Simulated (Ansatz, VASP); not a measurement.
One calculation of Zr3O, two programs

```
Zr O
1.0
     5.36133    0.00000    0.00000
    -2.68066    4.64305    0.00000
     0.00000    0.00000    5.59348
Zr O
6 2
Direct
  0.33947 0.00000 0.00000
  0.33947 0.33947 0.50000
  0.00000 0.33947 0.00000
  0.66053 0.00000 0.50000
  0.66053 0.66053 0.00000
  0.00000 0.66053 0.50000
  0.33333 0.66667 0.25000
  0.66667 0.33333 0.75000
```

Alike in both runs: task single point; functional PBEsol; k mesh 9 × 9 × 8; occupations gaussian, width 0.15 eV; no spin polarisation.

```csv
,VASP,Ansatz
version,VASP 6.6.1,Ansatz 0.2.0
potentials or method,"VASP PAW PBE potentials, release 64 (Zr_sv, O), cutoff 520 eV","scalar-relativistic, plane waves, PAW"
valence electrons in the cell,84,84
```

VASP gave:

* gap on the k mesh at the Fermi level (eV): none
* pressure (GPa): 0.5
* traceless stress, the component that is largest in VASP (GPa): -8.67
* rms of the force components (eV/Å): 0.022

Task: Which values does Ansatz return?

Result: gap on the k mesh at the Fermi level (eV): none; pressure (GPa): 0.4; traceless stress, the component that is largest in VASP (GPa): -8.68; rms of the force components (eV/Å): 0.016.

VASP's potentials were made for PBE, not for PBEsol, and Ansatz warns of the same on its side. Atom by atom the forces differ by 0.006 eV/Å (rms over components). A gap of «none» marks a metal or a gap that the smearing closes.
